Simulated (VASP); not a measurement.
Wanted: the native input for a VASP 6.6.1 run.

```
Task                   : single point
Functional             : LDA
Potentials or basis    : VASP PAW LDA potentials, release 64 (K_sv, Cd, F)
Cutoff                 : 520 eV
k mesh                 : 6 × 6 × 6
Occupations            : gaussian, width 0.05 eV
Spin                   : no spin polarisation
Dipole correction      : no
Further INCAR settings : ALGO = Normal; EDIFF = 1e-07; NBANDS = 29
```

The structure of KCdF3 lies in POSCAR:

```
KCdF3
1.0
    4.3820890200      0.0000000000      0.0000000000
    0.0000000000      4.3820890200      0.0000000000
    0.0000000000      0.0000000000      4.3820890200
K Cd F
1 1 3
Direct
    0.0000000000      0.0000000000      0.0000000000
    0.5000000000      0.5000000000      0.5000000000
    0.0228201663      0.5000000000      0.5000000000
    0.5228201663      0.0000000000      0.5000000000
    0.5228201663      0.5000000000      0.0000000000
```

This cell differs from its parent crystal: all F atoms moved -0.100 Å, as atom 3 towards its neighbour atom 2 (Cd) at 2.191 Å.

One way to write it, as run:

INCAR

```
SYSTEM = KCdF3
ALGO = Normal
EDIFF = 1E-7
ENCUT = 520
ISIF = 2
ISMEAR = 0
LASPH = .TRUE.
LCHARG = .FALSE.
LREAL = .FALSE.
LWAVE = .FALSE.
NBANDS = 29
NELM = 60
PREC = Accurate
SIGMA = 0.05
```

KPOINTS

```
k-points
0
G
  6 6 6
  0 0 0
```

Potentials or basis: VASP PAW LDA potentials, release 64 (K_sv, Cd, F).

The run is started by

```bash
$ cat potpaw_LDA.64/K_sv/POTCAR potpaw_LDA.64/Cd/POTCAR potpaw_LDA.64/F/POTCAR > POTCAR
$ mpirun -np 1 vasp_std > vasp.out
```

It gave:

```json
{
  "Pressure": "-2.5 GPa",
  "Largest force": "1.018 eV/Å",
  "Band gap on the k mesh": "2.81 eV (least direct gap 4.54 eV)"
}
```

Caveat: the cell differs from its parent crystal (all F atoms moved -0.100 Å, as atom 3 towards its neighbour atom 2 (Cd) at 2.191 Å); forces of over 1 eV/Å act on the atoms, so gaps and moduli don't describe the material at rest.

It took 2.2 min on 1 thread of Intel Xeon 8259CL (shared host), peak memory 0.23 GiB.
